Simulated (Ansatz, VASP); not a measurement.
## One calculation of NaH, two programs

```
CELL_PARAMETERS angstrom
0.01198 2.40167 2.40167
2.40167 0.01198 2.40167
2.40167 2.40167 0.01198
ATOMIC_POSITIONS crystal
Na 0.00000 0.00000 0.00000
H 0.50000 0.50000 0.50000
```

Change from the starting cell: equal xy, yz and zx engineering shears of +0.5 %.

Alike in both runs: functional PBEsol; k mesh 8 × 8 × 8; no spin polarisation.

Ansatz relaxed the structure, and its values are those at the end. VASP's run is a single point on that final structure, the one shown.

```csv
,VASP,Ansatz
version,VASP 6.6.1,Ansatz 0.2.0
potentials or method,"VASP PAW PBE potentials, release 64 (Na_pv, H), cutoff 520 eV","all-electron LAPW, scalar-relativistic"
occupations,"gaussian, width 0.01 eV",fixed
```

|  | VASP | Ansatz | Ansatz less VASP |
| --- | --- | --- | --- |
| gap on the k mesh at the Fermi level (eV) | 3.56 | 3.56 | +0.003 |
| pressure (GPa) | 0.0 | 0.0 | +0.02 |

VASP's potentials were made for PBE, not for PBEsol. Ansatz ran all-electron here, and VASP with PAW potentials.
